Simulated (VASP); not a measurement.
**AlN: single point with PBE**

AlN:

```
Al N
1.0
     4.40317    0.00000    0.00000
     0.00000    2.20159   -2.20159
     0.00000    6.60476    6.60476
Al N
6 6
Direct
  0.00000 0.00000 0.33333
  0.50000 0.50000 0.50000
  0.00000 0.00000 0.66667
  0.50000 0.50000 0.83333
  0.00000 0.00000 0.00000
  0.50000 0.50000 0.16667
  0.75000 0.00000 0.50000
  0.25000 0.50000 0.66667
  0.75000 0.00000 0.83333
  0.25000 0.50000 0.00000
  0.75000 0.00000 0.16667
  0.25000 0.50000 0.33333
```

```yaml
Program: VASP 6.6.1
Task: single point
Functional: PBE
Potentials_or_basis: VASP PAW PBE potentials, release 64 (Al, N)
Cutoff: 520 eV
k_mesh: 5 × 7 × 3
Occupations: gaussian, width 0.05 eV
Spin: no spin polarisation
```

```yaml
Pressure: -0.3 GPa
Band_gap_on_the_k_mesh: 3.31 eV
```

Levels at points of the mesh, in eV from the valence-band top:
| k point | band 20 | band 21 | band 22 | band 23 | band 24 | band 25 | band 26 | band 27 | band 28 | band 29 |
| --- | --- | --- | --- | --- | --- | --- | --- | --- | --- | --- |
| (0.00, 0.00, 0.00) | -0.13 | -0.13 | 0.00 | 0.00 | 0.00 | 3.31 | 3.98 | 6.00 | 6.00 | 6.77 |

Wall time 81 s on 1 thread of Intel(R) Xeon(R) Platinum 8259CL CPU @ 2.50GHz (Skylake/Cascade Lake) (shared host), peak memory 0.26 GiB.

Caveat: an odd mesh through Γ misses points on the zone boundary, where band edges can lie.
